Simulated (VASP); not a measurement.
Runs of VASP 6.6.1 on BaTiO3. Symmetry: P4mm, No. 99, tetragonal system. The conventional cell has a = 4.000 Å, b = 4.000 Å, c = 4.018 Å, α = 90.00°, β = 90.00°, γ = 90.00°. Within 3.7 Å of Ba (site symmetry 4mm) lie 12 O at 2.79 to 2.88 Å and 8 Ti at 3.45 to 3.49 Å. Within 2.5 Å of Ti (site symmetry 4mm) lie 6 O at 1.89 to 2.13 Å. Within 2.5 Å of O (site symmetry 4mm) lie 2 Ti at 1.89 to 2.13 Å. Within 2.7 Å of O (site symmetry 2mm) lie 2 Ti at 2.00 Å. 

```tsv
level	U	gap on the mesh (eV)	pressure (GPa)	largest force (eV/Å)
PBE+U	Ti d U = 4.5 eV	(a)	7.9	0.54
PBE+U	Ti d U = 1.5 eV	1.94	5.4	0.12
PBE+U	Ti d U = 6.0 eV	(c)	9.1	0.77
PBE	-	1.77	4.2	0.27
PBE+U	Ti d U = 3.0 eV	2.12	(b)	0.32
```

Alike in all rows: task single point; potentials or basis VASP PAW PBE potentials, release 64 (Ba_sv, Ti_sv, O); no spin polarisation; cell as given; k mesh 6 × 6 × 6; cutoff (eV) 520; smearing gaussian 0.01 eV.

Q: Estimate the missing entries.

A: (a) 2.31; (b) 6.7; (c) 2.52.

Caveats: spin-orbit coupling is left out, which moves the levels of the heavy elements.

A k mesh can miss the band edges, and the runs leave out spin-orbit coupling on Ba.
